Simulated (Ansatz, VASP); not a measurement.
NaOs2: VASP beside Ansatz

```
Na Os
1.0
     2.75716    0.00000    0.00000
    -1.37858    2.38777    0.00000
     0.00000    0.00000    7.58645
Na Os
1 2
Cartesian
  0.0000 0.0000 3.7932
  0.0000 1.5918 6.5592
  1.3786 0.7959 1.0272
```

Alike in both runs: task relaxation of cell and atoms; functional PBE; k mesh 18 × 18 × 6; occupations gaussian, width 0.1 eV; no spin polarisation.

```csv
,VASP,Ansatz
version,VASP 6.6.1,Ansatz 0.2.0
potentials or method,"VASP PAW PBE potentials, release 64 (Na_pv, Os), cutoff 600 eV","scalar-relativistic, plane waves, PAW"
valence electrons in the cell,23,41
```

|  | VASP | Ansatz | Ansatz less VASP |
| --- | --- | --- | --- |
| gap on the k mesh at the Fermi level, each at its own relaxed structure (eV) | none | none | - |
| relaxed volume (Å³/atom) | 16.67 | 16.68 | +0.008 |
| relaxed cell length with the largest relative difference (Å) | 7.576 | 7.582 | +0.0065 |

A gap of «none» marks a metal or a gap that the smearing closes. VASP's potentials hold 23 valence electrons a cell and Ansatz's 41, so a difference there can come from the potentials and not from the codes.

Spin-orbit coupling is off throughout.
